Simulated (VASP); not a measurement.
A run of VASP 6.6.1 is set up as follows.

INCAR

```
PREC = Accurate
ENCUT = 520
EDIFF = 1E-6
ISMEAR = 0
SIGMA = 0.02
LREAL = Auto
LASPH = T
NELM = 100
ALGO = Normal
ISIF = 2
LWAVE = F
LCHARG = F
GGA = PE
NBANDS = 57
```

Contents of KPOINTS:

```
Automatic mesh
0
Gamma
  2 2 2
  0.5 0.5 0.5
```

POSCAR

```
Li16H16O
1.0
   -4.0071000518     -4.0071000518      4.0071000518
   -4.0071000518      4.0071000518     -4.0071000518
    4.0071000518     -4.0071000518     -4.0071000518
Li H O
16 16 1
Direct
    0.7488974083      0.0313303665      0.2415567258
    1.0305580046      0.7491988342      0.2413067079
    0.2526595016      0.4973500183      0.2397472024
    0.7493318971      0.2528023321     -0.0129224015
    0.4969766686      0.2530647230      0.2397591399
    0.9933869562      0.9937747509      0.9917995610
    0.2524426988      0.7496951345     -0.0129246048
    0.7492958323      0.5052519400      0.7476896047
    0.4688765787      0.4691664738     -0.0396653361
    0.9939479317      0.2464510964      0.7366918912
    0.2461045852     -0.0057372652      0.7366557197
    0.7492918670      0.7496475482      0.4858113168
    0.5049498896      0.7496118492      0.7477028734
    1.0015840411      0.5051899098      0.4921626709
    0.2458912126      0.2462306237      0.4836809499
    0.5047604105      0.0019058692      0.4921964039
    0.5027125478      0.7498559961      0.2373484233
    0.7495236896      0.5027668424      0.2374681979
    0.0016442911      0.2589423330      0.2424697194
    0.4967977322      0.0066967725     -0.0098788941
    0.2586549407      0.0019492884      0.2425017849
    0.7505059095      0.7513537357      0.1352848378
    0.0064115368      0.4971486732     -0.0098752291
    0.4922870807      0.2401270791      0.7330281354
    0.2446684542      0.2449845266     -0.0139683636
    0.7493171022      0.0014331079      0.7376183352
    0.0011623936      0.7496709627      0.7376368315
    0.4974661780      0.4978306383      0.4859488544
    0.2397800698      0.4925749300      0.7330162135
    0.7492740235      0.2545884503      0.4910418622
   -0.0043472623     -0.0040134734      0.4834864382
    0.2541846967      0.7495938984      0.4909366029
    0.7492039538      0.7494539761      0.9929936216
```

Potentials or basis: VASP PAW PBE potentials, release 64 (Li_sv, H, O).

The run is started by

```console
$ cat potpaw_PBE.64/Li_sv/POTCAR potpaw_PBE.64/H/POTCAR potpaw_PBE.64/O/POTCAR > POTCAR
$ mpirun -np 1 vasp_std > vasp.out
```

**Question.** Estimate the largest force.

**Answer.** 0.131 eV/Å.

**Question.** Predict the band gap on the k mesh.

**Answer.** 3.86 eV.

Forces in eV/Å, atoms in the order of the input:
```
Li  -0.008  0.009  0.000
Li  -0.007  0.000  0.008
Li   0.000 -0.006  0.002
Li  -0.001  0.002  0.001
Li   0.000  0.001 -0.004
Li  -0.001  0.002  0.002
Li  -0.001  0.001  0.002
Li  -0.003  0.006  0.001
Li   0.005  0.008  0.009
Li   0.001  0.002 -0.003
Li   0.002 -0.001  0.002
Li   0.017 -0.016 -0.014
Li  -0.003  0.001  0.006
Li  -0.003 -0.002 -0.001
Li   0.001  0.001  0.001
Li  -0.003 -0.001 -0.001
H    0.003  0.000 -0.003
H    0.002 -0.001  0.000
H   -0.002  0.002 -0.004
H   -0.002  0.001 -0.003
H   -0.002 -0.003  0.001
H    0.077 -0.076 -0.074
H   -0.001 -0.003  0.001
H    0.003  0.001  0.000
H   -0.005  0.000 -0.001
H   -0.002  0.001  0.003
H   -0.001  0.004  0.000
H   -0.005  0.002  0.002
H    0.003  0.000  0.001
H    0.000  0.000  0.006
H   -0.001 -0.003 -0.003
H    0.000  0.006  0.000
O   -0.063  0.063  0.062
```

Caveat: the k points lie up to 0.55 Å⁻¹ apart; the cell differs from its parent crystal (with an interstitial atom, then relaxed in part).
